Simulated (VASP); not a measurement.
# BeS (x) (F-43m) in VASP: further runs

Runs on BeS (x). Level: PBEsol. Tasks: single point.

Everything below comes from runs of VASP 6.6.1. Logs are shortened: lines on timing, memory, paths and dates and some standing lists are left out, and cuts for length are marked.

### 1 The cell of the first run

The structure is cubic, space group F-43m (No. 216). Conventional cell: a = 4.870 Å, b = 4.870 Å, c = 4.870 Å, α = 90.00°, β = 90.00°, γ = 90.00°. Within 2.8 Å of Be (site symmetry -43m) lie 4 S at 2.11 Å. S (site symmetry -43m) has 4 Be at 2.11 Å within 2.8 Å.

### 2 Single point, PBEsol

Contents of INCAR:

```
SYSTEM = BeS
PREC = Accurate ; ENCUT = 600
EDIFF = 1E-6 ; ISMEAR = 0
SIGMA = 0.01 ; LREAL = .FALSE.
LASPH = .TRUE. ; NELM = 120
ALGO = Normal ; ISIF = 2
LWAVE = .FALSE. ; LCHARG = .FALSE.
GGA = PS ; NBANDS = 11
GGA_COMPAT = .FALSE.
```

Contents of KPOINTS:

```
Automatic mesh
0
G
  8 8 8
  0 0 0
```

Contents of POSCAR:

```
BeS
1.0
    0.0000000000      2.4350000000      2.4350000000
    2.4350000000      0.0000000000      2.4350000000
    2.4350000000      2.4350000000      0.0000000000
Be S
1 1
Direct
    0.0000000000      0.0000000000      0.0000000000
    0.2500000000      0.2500000000      0.2500000000
```

Potentials or basis: VASP PAW PBE potentials, release 64 (Be, S).

The run is started by

```
$ cat potpaw_PBE.64/Be/POTCAR potpaw_PBE.64/S/POTCAR > POTCAR
$ mpirun -np 1 vasp_std > vasp.out
```

OUTCAR:

```text
SYSTEM = BeS
   PREC = Accurate
   ENCUT = 600
   EDIFF = 1E-6
   ISMEAR = 0
   LREAL = .FALSE.
   LASPH = .TRUE.
   NELM = 120
   ISIF = 2
   GGA = PS

 ion  position               nearest neighbor table
   1  0.000  0.000  0.000-   2 2.11   2 2.11   2 2.11   2 2.11
   2  0.250  0.250  0.250-   1 2.11   1 2.11   1 2.11   1 2.11

  LATTYP: Found a face centered cubic cell.
 ALAT       =     4.8700000000

  Lattice vectors:

 A1 = (   0.0000000000,   2.4350000000,   2.4350000000)
 A2 = (   2.4350000000,   0.0000000000,   2.4350000000)
 A3 = (   2.4350000000,   2.4350000000,   0.0000000000)

Analysis of symmetry for initial positions (statically):
=====================================================================
 Subroutine PRICEL returns:
 Original cell was already a primitive cell.

 Routine SETGRP: Setting up the symmetry group for a
 face centered cubic supercell.

 Subroutine GETGRP returns: Found 24 space group operations
 (whereof 24 operations were pure point group operations)
 out of a pool of 48 trial point group operations.

The static configuration has the point symmetry T_d .

Analysis of symmetry for dynamics (positions and initial velocities):
=====================================================================
 Subroutine PRICEL returns:
 Original cell was already a primitive cell.

 Routine SETGRP: Setting up the symmetry group for a
 face centered cubic supercell.

 Subroutine GETGRP returns: Found 24 space group operations
 (whereof 24 operations were pure point group operations)
 out of a pool of 48 trial point group operations.

The dynamic configuration has the point symmetry T_d .

 Subroutine INISYM returns: Found 24 space group operations
 (whereof 24 operations are pure point group operations),
 and found     1 'primitive' translations

----------------------------------------------------------------------------------------

                                     Primitive cell

  volume of cell :      28.8753

  direct lattice vectors                    reciprocal lattice vectors
     0.000000000  2.435000000  2.435000000    -0.205338809  0.205338809  0.205338809
     2.435000000  0.000000000  2.435000000     0.205338809 -0.205338809  0.205338809
     2.435000000  2.435000000  0.000000000     0.205338809  0.205338809 -0.205338809

  length of vectors
     3.443610024  3.443610024  3.443610024     0.355657250  0.355657250  0.355657250

  position of ions in fractional coordinates (direct lattice)
     0.000000000  0.000000000  0.000000000
     0.250000000  0.250000000  0.250000000

  ion indices of the primitive-cell ions
   primitive index   ion index
                 1           1
                 2           2

----------------------------------------------------------------------------------------

 KPOINTS: Automatic mesh

Automatic generation of k-mesh.
 Grid dimensions read from file:
 generate k-points for:    8    8    8

 Generating k-lattice:

  Cartesian coordinates                     Fractional coordinates (reciprocal lattice)
    -0.025667351  0.025667351  0.025667351     0.125000000  0.000000000  0.000000000
     0.025667351 -0.025667351  0.025667351     0.000000000  0.125000000  0.000000000
     0.025667351  0.025667351 -0.025667351     0.000000000  0.000000000  0.125000000

  Length of vectors
     0.044457156  0.044457156  0.044457156

  Shift w.r.t. Gamma in fractional coordinates (k-lattice)
     0.000000000  0.000000000  0.000000000

 Subroutine IBZKPT returns following result:
 ===========================================

 Found     29 irreducible k-points:

 Following reciprocal coordinates:
            Coordinates               Weight
  0.000000  0.000000  0.000000      1.000000
  0.125000  0.000000  0.000000      8.000000
  0.250000  0.000000  0.000000      8.000000
  0.375000  0.000000  0.000000      8.000000
  0.500000  0.000000  0.000000      4.000000
  0.125000  0.125000  0.000000      6.000000
[... 16 lines left out ...]
  0.500000  0.250000  0.125000     48.000000
 -0.375000  0.250000  0.125000     24.000000
 [... further k-points ...]
   k-points           NKPTS =     29   k-points in BZ     NKDIM =     29   number of bands    NBANDS=     11
   number of dos      NEDOS =    301   number of ions     NIONS =      2
   total plane-waves  NPLWV =  21952
   dimension x,y,z NGX =    28 NGY =   28 NGZ =   28
   dimension x,y,z NGXF=    56 NGYF=   56 NGZF=   56
   ions per type =               1   1
   NGX,Y,Z   is equivalent  to a cutoff of  13.52, 13.52, 13.52 a.u.
   NGXF,Y,Z  is equivalent  to a cutoff of  27.03, 27.03, 27.03 a.u.
 SYSTEM =  BeS
   PREC   = accura    normal or accurate (medium, high low for compatibility)
   ISTART =      0    job   : 0-new  1-cont  2-samecut
   ICHARG =      2    charge: 1-file 2-atom 10-const
   ISPIN  =      1    spin polarized calculation?
   LNONCOLLINEAR =      F non collinear calculations
   LSORBIT =      F    spin-orbit coupling
   LASPH  =      T    aspherical Exc in radial PAW
   ENCUT  =  600.0 eV  44.10 Ry    6.64 a.u.   6.88  6.88  6.88*2*pi/ulx,y,z
   NELM   =    120;   NELMIN=  2; NELMDL= -5     # of ELM steps
   EDIFF  = 0.1E-05   stopping-criterion for ELM
   LREAL  =      F    real-space projection
   EDIFFG = 0.1E-04   stopping-criterion for IOM
   NSW    =      0    number of steps for IOM
   IBRION =     -1    ionic relax: 0-MD 1-quasi-New 2-CG
   NFREE  =      0    steps in history (QN), initial steepest desc. (CG)
   ISIF   =      2    stress and relaxation
   ISYM   =      2    0-nonsym 1-usesym 2-fastsym
   POTIM  = 0.5000    time-step for ionic-motion
   TEBEG  =    0.0;   TEEND  =   0.0 temperature during run
   PSTRESS=    0.0 pullay stress
   NELECT =       8.0000    total number of electrons
   NUPDOWN=      -1.0000    fix difference up-down
   EMIN   =  10.00;   EMAX   =-10.00  energy-range for DOS
   EFERMI =   0.00;   METHOD = LEGACY
   ISMEAR =     0;   SIGMA  =   0.01  broadening in eV -4-tet -1-fermi 0-gaus
   EFERMI_NEDOS =   21; number of points for ismear=-14 and -15
   IALGO  =     38    algorithm
   IMIX   =      4    mixing-type and parameters
     AMIX     =   0.40;   BMIX     =  1.00
     AMIX_MAG =   1.60;   BMIX_MAG =  1.00
  volume/ion in A,a.u.               =      14.44        97.43
  Fermi-wavevector in a.u.,A,eV,Ry     =   1.067241  2.016793 15.497083  1.139003
  Thomas-Fermi vector in A             =   2.202851
   LORBIT       =      0    0 simple, 1 ext, 2 COOP (PROOUT), +10 PAW based schemes
   GGA     = PS    functional components
   LHFCALC =     F    Hartree Fock is set to
   AEXX    =    0.0000 exact exchange contribution
   IVDW    =     0    specifies the selected vdW correction
   LEPSILON=     F    determine dielectric tensor
   LRPA    =     F    only Hartree local field effects (RPA)
 non-spin polarized calculation
 Gauss-broadening in eV      SIGMA  =   0.01
  energy-cutoff  :      600.00
  volume of cell :       28.88
 maximum number of plane-waves:       982
   NGX = 13   NGY = 13   NGZ = 13

 number of electron       7.9999999 magnetization

 Free energy of the ion-electron system (eV)
  ---------------------------------------------------
  ext. energy  EPLUGINS =         0.00000000
  ---------------------------------------------------
  free energy    TOTEN  =       -10.56171058 eV

  energy without entropy =      -10.56171058  energy(sigma->0) =      -10.56171058

 E-fermi :   4.1398     XC(G=0):  -9.8508

 val. band max:        4.0169223775   @ k =   0.0000   0.0000   0.0000
 cond. band min:       6.9723321358   @ k =   0.5000   0.5000   0.0000
 fundamental gap:      2.9554097583
 Fermi energy:         4.1397997427

 k-point     1 :       0.0000    0.0000    0.0000
  band No.  band energies     occupation
      1      -9.6175      2.00000
      2       4.0169      2.00000
      3       4.0169      2.00000
      4       4.0169      2.00000
      5       9.6208      0.00000
      6       9.6322      0.00000
      7       9.6322      0.00000
      8       9.6322      0.00000
      9      16.7861      0.00000
     10      16.7861      0.00000
     11      18.5978      0.00000

 k-point     2 :       0.1250    0.0000    0.0000
  band No.  band energies     occupation
      1      -9.4413      2.00000
      2       2.8072      2.00000
      3       3.8189      2.00000
      4       3.8189      2.00000
      5       9.4826      0.00000
      6       9.9854      0.00000
      7       9.9854      0.00000
      8      10.9880      0.00000
      9      16.0647      0.00000
     10      16.0647      0.00000
     11      18.4401      0.00000

 k-point     3 :       0.2500    0.0000    0.0000
  band No.  band energies     occupation
      1      -8.9558      2.00000
      2       0.7051      2.00000
      3       3.4243      2.00000
      4       3.4243      2.00000
      5       9.4291      0.00000
      6      10.5215      0.00000
      7      10.5215      0.00000
      8      13.0750      0.00000
      9      15.8120      0.00000
     10      15.8120      0.00000
     11      17.9856      0.00000

 k-point     4 :       0.3750    0.0000    0.0000
  band No.  band energies     occupation
      1      -8.3387      2.00000
      2      -1.0483      2.00000
      3       3.1065      2.00000
      4       3.1065      2.00000
      5       9.3745      0.00000
      6      10.5798      0.00000
      7      10.5798      0.00000
      8      14.5381      0.00000
      9      17.1648      0.00000
     10      17.1648      0.00000
     11      18.1695      0.00000

 k-point     5 :       0.5000    0.0000    0.0000
  band No.  band energies     occupation
      1      -8.0168      2.00000
      2      -1.7672      2.00000
      3       2.9905      2.00000
      4       2.9905      2.00000
      5       9.3501      0.00000
      6      10.5020      0.00000
      7      10.5020      0.00000
      8      14.9371      0.00000
      9      18.8842      0.00000
     10      18.8842      0.00000
     11      18.9295      0.00000
[... 211 lines left out ...]
 k-point    21 :       0.5000    0.5000    0.0000
  band No.  band energies     occupation
      1      -7.4795      2.00000
      2      -0.9901      2.00000
      3       1.3866      2.00000
      4       1.3866      2.00000
      5       6.9723      0.00000
      6       8.8388      0.00000
      7      16.6657      0.00000
      8      16.6657      0.00000
      9      19.2563      0.00000
     10      20.3762      0.00000
     11      20.7853      0.00000

 k-point    22 :       0.3750    0.2500    0.1250
  band No.  band energies     occupation
      1      -8.5593      2.00000
      2       0.4733      2.00000
      3       1.8764      2.00000
      4       2.9015      2.00000
      5       9.4368      0.00000
      6      11.2080      0.00000
      7      11.3808      0.00000
      8      12.4873      0.00000
      9      15.4709      0.00000
     10      18.3035      0.00000
     11      19.7825      0.00000

 k-point    23 :       0.5000    0.2500    0.1250
  band No.  band energies     occupation
      1      -8.0166      2.00000
      2      -0.6809      2.00000
      3       1.3408      2.00000
      4       2.4301      2.00000
      5       9.8959      0.00000
      6      10.7234      0.00000
      7      12.3641      0.00000
      8      13.1929      0.00000
      9      16.4911      0.00000
     10      18.2637      0.00000
     11      20.3463      0.00000

 k-point    24 :      -0.3750    0.2500    0.1250
  band No.  band energies     occupation
      1      -7.7438      2.00000
      2      -1.2326      2.00000
      3       1.2460      2.00000
      4       2.1847      2.00000
      5       9.9917      0.00000
      6      10.4872      0.00000
      7      13.0463      0.00000
      8      14.3789      0.00000
      9      15.3226      0.00000
     10      19.2434      0.00000
     11      19.7766      0.00000

 [... further k-points ...]
[... 5 lines left out ...]
  --------------------------------------------------------------------------------------
  -------------------------------------------------------------------------------------
  Total       -0.3008024     -0.3008024     -0.3008024      0.0000000      0.0000000      0.0000000
  in kB      -16.6903304    -16.6903304    -16.6903304      0.0000000      0.0000000      0.0000000
  external PRESSURE =     -16.6903304 kB  Pullay stress =       0.0000000 kB

 VOLUME and BASIS-vectors are now :
 -----------------------------------------------------------------------------
  energy-cutoff  :      600.00
  volume of cell :       28.88
      direct lattice vectors                 reciprocal lattice vectors
     0.000000000  2.435000000  2.435000000    -0.205338809  0.205338809  0.205338809
     2.435000000  0.000000000  2.435000000     0.205338809 -0.205338809  0.205338809
     2.435000000  2.435000000  0.000000000     0.205338809  0.205338809 -0.205338809

 POSITION                                       TOTAL-FORCE (eV/Angst)
 -----------------------------------------------------------------------------------
      0.00000      0.00000      0.00000         0.000000      0.000000      0.000000
      1.21750      1.21750      1.21750        -0.000000     -0.000000     -0.000000
 -----------------------------------------------------------------------------------
    total drift:                               -0.000000     -0.000000     -0.000000

  FREE ENERGIE OF THE ION-ELECTRON SYSTEM (eV)
  ---------------------------------------------------
  free  energy   TOTEN  =       -10.5617105783 eV

  energy  without entropy=      -10.5617105783  energy(sigma->0) =      -10.56171058
```

It took 17 s on 1 thread of Intel Xeon 8259CL, shared host; peak memory 0.15 GiB.

What came out:

* Free energy: -10.5617 eV
* Pressure: -1.7 GPa
* Band gap on the k mesh: 2.96 eV, indirect (least direct gap 5.59 eV)

Levels at points of the mesh, in eV from the valence-band top:
```
           k point  band 1  band 2  band 3  band 4  band 5  band 6  band 7  band 8  band 9
(0.00, 0.00, 0.00)  -13.63    0.00    0.00    0.00    5.60    5.62    5.62    5.62   12.77
(0.50, 0.00, 0.00)  -12.03   -5.78   -1.03   -1.03    5.33    6.49    6.49   10.92   14.87
(0.50, 0.50, 0.00)  -11.50   -5.01   -2.63   -2.63    2.96    4.82   12.65   12.65   15.24
```

Caveat: the PAW data sets were made with another functional, which shifts forces and pressure a little. A k mesh can miss the band edges.

### 3 Single point, PBEsol

Contents of INCAR:

```
  ALGO = Normal
  EDIFF = 1E-6
  ENCUT = 600
  GGA = PS
  GGA_COMPAT = F
  ISIF = 2
  ISMEAR = 0
  LASPH = T
  LCHARG = F
  LREAL = F
  LWAVE = F
  NBANDS = 11
  NELM = 120
  PREC = Accurate
  SIGMA = 0.01
```

Contents of KPOINTS:

```
k-points
0
Gamma
  8 8 8
```

POSCAR is that of step 2.

Potentials or basis: VASP PAW PBE potentials, release 64 (Be, S).

The run is started by

```
$ cat potpaw_PBE.64/Be/POTCAR potpaw_PBE.64/S/POTCAR > POTCAR
$ mpirun -np 1 vasp_std > vasp.out
```

Run time: 16 s. Hardware: 1 thread of Intel Xeon 8259CL, shared host; peak memory 0.15 GiB.

The run converged. Its results:

* Free energy: -10.5617 eV
* Pressure: -1.7 GPa
* Band gap on the k mesh: 2.96 eV, indirect (least direct gap 5.59 eV)

Levels at points of the mesh, in eV from the valence-band top:
| k point | band 1 | band 2 | band 3 | band 4 | band 5 | band 6 | band 7 | band 8 | band 9 |
| --- | --- | --- | --- | --- | --- | --- | --- | --- | --- |
| (0.00, 0.00, 0.00) | -13.63 | 0.00 | 0.00 | 0.00 | 5.60 | 5.62 | 5.62 | 5.62 | 12.77 |
| (0.50, 0.00, 0.00) | -12.03 | -5.78 | -1.03 | -1.03 | 5.33 | 6.49 | 6.49 | 10.92 | 14.87 |
| (0.50, 0.50, 0.00) | -11.50 | -5.01 | -2.63 | -2.63 | 2.96 | 4.82 | 12.65 | 12.65 | 15.24 |

Caveat: the PAW data sets were made with another functional, which shifts forces and pressure a little. A hybrid or GW would open this gap; PBEsol tends to underestimate it.
